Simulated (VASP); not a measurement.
Set up this calculation in VASP 6.6.1, as the native input.

| Item | Value |
| --- | --- |
| Task | single point |
| Functional | LDA |
| Potentials or basis | VASP PAW LDA potentials, release 64 (Zn, S) |
| Cutoff | 520 eV |
| k mesh | 8 × 8 × 8 |
| Occupations | gaussian, width 0.01 eV |
| Spin | no spin polarisation |
| Dipole correction | no |
| Further INCAR settings | ALGO = Normal; EDIFF = 1e-06; NBANDS = 16 |

The structure of ZnS lies in POSCAR:

```
ZnS
1.0
    0.0000000000      2.5361130460      2.5361130460
    2.5361130460      0.0000000000      2.5361130460
    2.5361130460      2.5361130460      0.0000000000
Zn S
1 1
Direct
    0.7500000000      0.7500000000      0.7500000000
    0.0000000000      0.0000000000      0.0000000000
```

The input as run:

INCAR

```
SYSTEM = ZnS
PREC = Accurate ; ENCUT = 520
EDIFF = 1E-6 ; ISMEAR = 0
SIGMA = 0.01 ; LREAL = .False.
LASPH = .True. ; NELM = 100
ALGO = Normal ; ISIF = 2
LWAVE = .False. ; LCHARG = .False.
GGA = CA ; NBANDS = 16
```

KPOINTS

```
Automatic mesh
0
Gamma
  8 8 8
  0 0 0
```

Potentials or basis: VASP PAW LDA potentials, release 64 (Zn, S).

Launch:

```bash
$ cat potpaw_LDA.64/Zn/POTCAR potpaw_LDA.64/S/POTCAR > POTCAR
$ mpirun -np 1 vasp_std > vasp.out
```

It gave:

| Item | Value |
| --- | --- |
| Pressure | 15.4 GPa |
| Band gap on the k mesh | 2.72 eV, indirect (least direct gap 2.78 eV) |

Wall time 29 s on 1 thread of AMD EPYC 7R13, on a shared host, peak memory 0.11 GiB.
